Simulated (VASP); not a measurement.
# RuC18 in VASP: a series of runs

RuC18 is run at these levels: PBE+D3(BJ); tasks: single point.

All numbers are computed with VASP 6.6.1; they aren't measurements. Logs are shortened: lines on timing, memory, paths and dates and some standing lists are left out, and cuts for length are marked.

## Step 1: The cell of the first run

The cell holds a slab with vacuum, 19 atoms: a = 7.398 Å, b = 7.398 Å, c = 11.000 Å, α = 90.00°, β = 90.00°, γ = 120.00°.

## Step 2: Single point, PBE+D3(BJ)

INCAR reads:

```
SYSTEM = RuC18
ALGO = Normal ; EDIFF = 1E-6
ENCUT = 520 ; GGA = PE
ISIF = 2 ; ISMEAR = -1
IVDW = 12 ; LASPH = .TRUE.
LCHARG = .FALSE. ; LREAL = Auto
LWAVE = .FALSE. ; NBANDS = 58
NELM = 100 ; PREC = Accurate
SIGMA = 0.05
```

KPOINTS reads:

```
k-points
0
G
  2 2 1
  0 0 0
```

POSCAR reads:

```
RuC18
1.0
    7.3980000000      0.0000000000      0.0000000000
   -3.6990000000      6.4068560000      0.0000000000
    0.0000000000      0.0000000000     11.0000000000
C Ru
18 1
Direct
   -0.0049747342     -0.0103747215      0.0952439688
    0.2159423456      0.1013340198      0.0952003820
   -0.0049731287      0.3222625567      0.0952292394
    0.2159521546      0.4314806727      0.0951732371
   -0.0073442742      0.6547570518      0.0951699807
    0.2156040470      0.7662303319      0.0912389143
    0.3274160462     -0.0101385826      0.0912574298
    0.5510415846      0.1016571464      0.0912210315
    0.3276583864      0.3222621819      0.0952332246
    0.5508079610      0.4338307159      0.0952152656
    0.3274196186      0.6544160528      0.0912288173
    0.5510494581      0.7662306632      0.0912427446
    0.6628715217     -0.0101367943      0.0912555555
    0.8858160439      0.1013351557      0.0951979452
    0.6625131005      0.3246019370      0.0951498867
    0.8834460745      0.4338305881      0.0952143408
    0.6625243440      0.6547562963      0.0951729433
    0.8834495524      0.7664746112      0.0952300029
    0.4392195980      0.8780097170      0.2437615899
```

Potentials or basis: VASP PAW PBE potentials, release 64 (C, Ru_pv).

The run is started by

```console
> cat potpaw_PBE.64/C/POTCAR potpaw_PBE.64/Ru_pv/POTCAR > POTCAR
> mpirun -np 1 vasp_std > vasp.out
```

OUTCAR:

```text
SYSTEM = RuC18
   EDIFF = 1E-6
   ENCUT = 520
   GGA = PE
   ISIF = 2
   ISMEAR = -1
   IVDW = 12
   LASPH = .TRUE.
   LREAL = Auto
   NELM = 100
   PREC = Accurate
 IVDW          = 12

 ion  position               nearest neighbor table
   1  0.995  0.990  0.095-   2 1.42  14 1.42  18 1.43
   2  0.216  0.101  0.095-   1 1.42   9 1.42   7 1.43
   3  0.995  0.322  0.095-   4 1.42  14 1.42  16 1.43
   4  0.216  0.431  0.095-   9 1.42   3 1.42  11 1.43
   5  0.993  0.655  0.095-  18 1.42  16 1.42   6 1.43
   6  0.216  0.766  0.091-   5 1.43  11 1.43   7 1.43  19 2.21
   7  0.327  0.990  0.091-   2 1.43   8 1.43   6 1.43  19 2.21
   8  0.551  0.102  0.091-  15 1.43  13 1.43   7 1.43  19 2.21
   9  0.328  0.322  0.095-   4 1.42   2 1.42  10 1.43
  10  0.551  0.434  0.095-  17 1.42  15 1.42   9 1.43
  11  0.327  0.654  0.091-   4 1.43  12 1.43   6 1.43  19 2.21
  12  0.551  0.766  0.091-  17 1.43  11 1.43  13 1.43  19 2.21
  13  0.663  0.990  0.091-  14 1.43   8 1.43  12 1.43  19 2.21
  14  0.886  0.101  0.095-   1 1.42   3 1.42  13 1.43
  15  0.663  0.325  0.095-  16 1.42  10 1.42   8 1.43
  16  0.883  0.434  0.095-   5 1.42  15 1.42   3 1.43
  17  0.663  0.655  0.095-  18 1.42  10 1.42  12 1.43
  18  0.883  0.766  0.095-   5 1.42  17 1.42   1 1.43
  19  0.439  0.878  0.244-  12 2.21  11 2.21   6 2.21   7 2.21  13 2.21   8 2.21

  LATTYP: Found a hexagonal cell.
 ALAT       =     7.3980000000
 C/A-ratio  =     1.4868883482

  Lattice vectors:

 A1 = (   7.3980000000,   0.0000000000,   0.0000000000)
 A2 = (  -3.6990000000,   6.4068560000,   0.0000000000)
 A3 = (   0.0000000000,   0.0000000000,  11.0000000000)

Analysis of symmetry for initial positions (statically):
=====================================================================
 Subroutine PRICEL returns:
 Original cell was already a primitive cell.

 Routine SETGRP: Setting up the symmetry group for a
 hexagonal supercell.

 Subroutine GETGRP returns: Found  2 space group operations
 (whereof  1 operations were pure point group operations)
 out of a pool of 24 trial point group operations.

The static configuration has the point symmetry C_1 .
 The point group associated with its full space group is C_1h.

Analysis of symmetry for dynamics (positions and initial velocities):
=====================================================================
 Subroutine PRICEL returns:
 Original cell was already a primitive cell.

 Routine SETGRP: Setting up the symmetry group for a
 hexagonal supercell.

 Subroutine GETGRP returns: Found  2 space group operations
 (whereof  1 operations were pure point group operations)
 out of a pool of 24 trial point group operations.

The dynamic configuration has the point symmetry C_1 .
 The point group associated with its full space group is C_1h.

 Subroutine INISYM returns: Found  2 space group operations
 (whereof  1 operations are pure point group operations),
 and found     1 'primitive' translations

----------------------------------------------------------------------------------------

                                     Primitive cell

  volume of cell :     521.3771

  direct lattice vectors                    reciprocal lattice vectors
     7.398000000  0.000000000  0.000000000     0.135171668  0.078041398  0.000000000
    -3.699000000  6.406856000  0.000000000     0.000000000  0.156082796  0.000000000
     0.000000000  0.000000000 11.000000000     0.000000000  0.000000000  0.090909091

  length of vectors
     7.398000000  7.398000054 11.000000000     0.156082797  0.156082796  0.090909091

  position of ions in fractional coordinates (direct lattice)
     0.995025266  0.989625279  0.095243969
     0.215942346  0.101334020  0.095200382
     0.995026871  0.322262557  0.095229239
     0.215952155  0.431480673  0.095173237
     0.992655726  0.654757052  0.095169981
     0.215604047  0.766230332  0.091238914
[... 11 lines left out ...]
     0.883449552  0.766474611  0.095230003
     0.439219598  0.878009717  0.243761590

  ion indices of the primitive-cell ions
   primitive index   ion index
                 1           1
                 2           2
                 3           3
                 4           4
                 5           5
                 6           6
[... 11 lines left out ...]
                18          18
                19          19

----------------------------------------------------------------------------------------

 KPOINTS: k-points

Automatic generation of k-mesh.
 Grid dimensions read from file:
 generate k-points for:    2    2    1

 Generating k-lattice:

  Cartesian coordinates                     Fractional coordinates (reciprocal lattice)
     0.067585834  0.039020699  0.000000000     0.500000000 -0.000000000  0.000000000
     0.000000000  0.078041398  0.000000000     0.000000000  0.500000000  0.000000000
     0.000000000  0.000000000  0.090909091     0.000000000  0.000000000  1.000000000

  Length of vectors
     0.078041399  0.078041398  0.090909091

  Shift w.r.t. Gamma in fractional coordinates (k-lattice)
     0.000000000  0.000000000  0.000000000

 Subroutine IBZKPT returns following result:
 ===========================================

 Found      3 irreducible k-points:

 Following reciprocal coordinates:
            Coordinates               Weight
  0.000000  0.000000  0.000000      1.000000
  0.500000 -0.000000  0.000000      2.000000
  0.000000  0.500000  0.000000      1.000000
   k-points           NKPTS =      3   k-points in BZ     NKDIM =      3   number of bands    NBANDS=     58
   number of dos      NEDOS =    301   number of ions     NIONS =     19
   total plane-waves  NPLWV = 263424
   dimension x,y,z NGX =    56 NGY =   56 NGZ =   84
   dimension x,y,z NGXF=   112 NGYF=  112 NGZF=  168
   ions per type =              18   1
   NGX,Y,Z   is equivalent  to a cutoff of  12.58, 12.58, 12.70 a.u.
   NGXF,Y,Z  is equivalent  to a cutoff of  25.17, 25.17, 25.39 a.u.
 SYSTEM =  RuC18
   PREC   = accura    normal or accurate (medium, high low for compatibility)
   ISTART =      0    job   : 0-new  1-cont  2-samecut
   ICHARG =      2    charge: 1-file 2-atom 10-const
   ISPIN  =      1    spin polarized calculation?
   LNONCOLLINEAR =      F non collinear calculations
   LSORBIT =      F    spin-orbit coupling
   LASPH  =      T    aspherical Exc in radial PAW
   ENCUT  =  520.0 eV  38.22 Ry    6.18 a.u.  13.76 13.76 20.45*2*pi/ulx,y,z
   NELM   =    100;   NELMIN=  2; NELMDL= -5     # of ELM steps
   EDIFF  = 0.1E-05   stopping-criterion for ELM
   LREAL  =      T    real-space projection
   EDIFFG = 0.1E-04   stopping-criterion for IOM
   NSW    =      0    number of steps for IOM
   IBRION =     -1    ionic relax: 0-MD 1-quasi-New 2-CG
   NFREE  =      0    steps in history (QN), initial steepest desc. (CG)
   ISIF   =      2    stress and relaxation
   ISYM   =      2    0-nonsym 1-usesym 2-fastsym
   POTIM  = 0.5000    time-step for ionic-motion
   TEBEG  =    0.0;   TEEND  =   0.0 temperature during run
   PSTRESS=    0.0 pullay stress
   NELECT =      86.0000    total number of electrons
   NUPDOWN=      -1.0000    fix difference up-down
   EMIN   =  10.00;   EMAX   =-10.00  energy-range for DOS
   EFERMI =   0.00;   METHOD = LEGACY
   ISMEAR =    -1;   SIGMA  =   0.05  broadening in eV -4-tet -1-fermi 0-gaus
   EFERMI_NEDOS =   21; number of points for ismear=-14 and -15
   IALGO  =     38    algorithm
   IMIX   =      4    mixing-type and parameters
     AMIX     =   0.40;   BMIX     =  1.00
     AMIX_MAG =   1.60;   BMIX_MAG =  1.00
  volume/ion in A,a.u.               =      27.44       185.18
  Fermi-wavevector in a.u.,A,eV,Ry     =   0.897822  1.696638 10.967447  0.806085
  Thomas-Fermi vector in A             =   2.020454
   LORBIT       =      0    0 simple, 1 ext, 2 COOP (PROOUT), +10 PAW based schemes
   GGA     = PE    functional components
   LHFCALC =     F    Hartree Fock is set to
   AEXX    =    0.0000 exact exchange contribution
   IVDW    =    12    specifies the selected vdW correction
   LEPSILON=     F    determine dielectric tensor
   LRPA    =     F    only Hartree local field effects (RPA)
 non-spin polarized calculation
  energy-cutoff  :      520.00
  volume of cell :      521.38
 maximum number of plane-waves:     14099
 NGX is ok and might be reduce to    56
   NGX = 27   NGY = 27   NGZ = 41

 number of electron      85.9999995 magnetization

 Free energy of the ion-electron system (eV)
  ---------------------------------------------------
  ext. energy  EPLUGINS =         0.00000000
  ---------------------------------------------------
  free energy    TOTEN  =      -170.02537943 eV

  energy without entropy =     -169.97545695  energy(sigma->0) =     -170.00041819

 E-fermi :  -0.3348     XC(G=0):  -4.4384

 val. band max:       -0.7088893575   @ k =   0.0000   0.5000   0.0000
 cond. band min:      -0.2993864126   @ k =   0.0000   0.5000   0.0000
 fundamental gap:      0.4095029448
 Fermi energy:        -0.3348358862

 k-point     1 :       0.0000    0.0000    0.0000
  band No.  band energies     occupation
      1     -42.6989      2.00000
      2     -42.5353      2.00000
      3     -42.5348      2.00000
      4     -20.5058      2.00000
      5     -18.1662      2.00000
      6     -18.0135      2.00000
[... 47 lines left out ...]
     54       4.1953      0.00000
     55       4.1953      0.00000

 k-point     2 :       0.5000   -0.0000    0.0000
  band No.  band energies     occupation
      1     -42.6989      2.00000
      2     -42.5353      2.00000
      3     -42.5348      2.00000
      4     -19.9657      2.00000
      5     -19.7432      2.00000
      6     -18.5656      2.00000
[... 47 lines left out ...]
     54       4.1544      0.00000
     55       4.4373      0.00000

 k-point     3 :       0.0000    0.5000    0.0000
  band No.  band energies     occupation
      1     -42.6989      2.00000
      2     -42.5353      2.00000
      3     -42.5348      2.00000
      4     -19.9658      2.00000
      5     -19.7431      2.00000
      6     -18.5658      2.00000
[... 47 lines left out ...]
     54       4.1546      0.00000
     55       4.4373      0.00000
 [bands above 55 left out]

------------------------ aborting loop because EDIFF is reached ----------------------------------------

 Edisp (eV)   -1.80783

 E8    (eV) :    -0.5920

  FORCE on cell =-STRESS in cart. coord.  units (eV):
  Direction    XX          YY          ZZ          XY          YZ          ZX
  --------------------------------------------------------------------------------------
  -------------------------------------------------------------------------------------
  Total       6.21566     6.21738    -0.15743     0.00000    -0.00327     0.00000
  in kB      19.10054    19.10583    -0.48378     0.00000    -0.01005     0.00000
  external pressure =       12.57 kB  Pullay stress =        0.00 kB

 VOLUME and BASIS-vectors are now :
 -----------------------------------------------------------------------------
  energy-cutoff  :      520.00
  volume of cell :      521.38
      direct lattice vectors                 reciprocal lattice vectors
     7.398000000  0.000000000  0.000000000     0.135171668  0.078041398  0.000000000
    -3.699000000  6.406856000  0.000000000     0.000000000  0.156082796  0.000000000
     0.000000000  0.000000000 11.000000000     0.000000000  0.000000000  0.090909091

 POSITION                                       TOTAL-FORCE (eV/Angst)
 -----------------------------------------------------------------------------------
      3.70057      6.34039      1.04768        -0.000000     -0.003230      0.002225
      1.22271      0.64923      1.04720        -0.002921      0.003753     -0.000519
      6.16916      2.06469      1.04752         0.006198     -0.006813      0.001270
      0.00157      2.76443      1.04691        -0.000000     -0.004466      0.000916
      4.92172      4.19493      1.04687         0.001659      0.004571      0.001180
     -1.23925      4.90913      1.00363        -0.007093     -0.003440     -0.008907
[... 11 lines left out ...]
      3.70057      4.91069      1.04753        -0.000000      0.005416      0.001185
      0.00159      5.62528      2.68138         0.000000      0.001458      0.022946
 -----------------------------------------------------------------------------------
    total drift:                                0.067705      0.000739     -0.014538

  FREE ENERGIE OF THE ION-ELECTRON SYSTEM (eV)
  ---------------------------------------------------
  free  energy   TOTEN  =      -171.8332088841 eV

  energy  without entropy=     -171.7832864023  energy(sigma->0) =     -171.80824764
```

It took 2.4 min on 1 thread of AMD EPYC 9R45 (Zen 5), shared host; peak memory 0.51 GiB.

Results:

```
Free energy                : -171.8332 eV
Largest force              : 0.023 eV/Å
Band gap on the k mesh     : zero (band 43 reaches -0.09 eV, above the bottom of band 44 at -0.30 eV)
Dispersion energy per atom : -0.095 eV
```

Forces in eV/Å, atoms in the order of the input:
```
C    0.000 -0.003  0.002
C   -0.003  0.004 -0.001
C    0.006 -0.007  0.001
C    0.000 -0.004  0.001
C    0.002  0.005  0.001
C   -0.007 -0.003 -0.009
C    0.000 -0.002 -0.005
C    0.000  0.008 -0.005
C   -0.006 -0.007  0.001
C    0.005 -0.001  0.001
C    0.000 -0.003 -0.004
C    0.007 -0.003 -0.009
C    0.000 -0.002 -0.005
C    0.003  0.004 -0.001
C    0.000  0.007  0.002
C   -0.005 -0.001  0.001
C   -0.002  0.005  0.001
C    0.000  0.005  0.001
Ru   0.000  0.001  0.023
```

Levels at points of the mesh, in eV from the Fermi level:
```csv
k point,band 39,band 40,band 41,band 42,band 43,band 44,band 45,band 46,band 47,band 48
"(0.00, 0.00, 0.00)",-1.96,-1.69,-1.69,-1.32,0.25,0.25,0.63,0.63,0.75,3.15
"(0.50, 0.00, 0.00)",-2.98,-1.68,-1.26,-1.16,-0.37,0.04,0.96,1.46,2.03,2.34
"(0.00, 0.50, 0.00)",-2.98,-1.68,-1.26,-1.16,-0.37,0.04,0.96,1.46,2.03,2.34
```

Caveat: the k points lie up to 0.49 Å⁻¹ apart.

(Part 1 of 3 ends here.)
